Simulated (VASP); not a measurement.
The system is Rh.

```
Rh
1.0
     2.73098    0.00000    0.00000
    -1.36549    2.36510    0.00000
     0.00000    0.00000    4.42849
Rh
2
Direct
  0.66667 0.33333 0.75000
  0.33333 0.66667 0.25000
```

Base run:

| Item | Value |
| --- | --- |
| Program | VASP 6.6.1 |
| Functional | LDA |
| Potentials or basis | VASP PAW LDA potentials, release 64 (Rh_pv) |
| Cutoff | 520 eV |
| k mesh | 16 × 16 × 9 |
| Occupations | fermi-dirac, width 0.05 eV |
| Spin | collinear spin, ferromagnetic start |
| Starting moments | [0.5, 0.5] μB |
| Fixed moment | 1 μB |

Its results: pressure -17.3 GPa; site moments Rh +0.49 μB.

Question: The run is repeated on the same cell with these changes: fixed moment from 1 μB to 0.3 μB; moments at the start from [0.5, 0.5] to [0.15, 0.15]. What comes out?

Answer: Pressure -18.6 GPa; site moments Rh +0.15 μB.

Caveats: the total moment is fixed, so each spin has its own Fermi level.
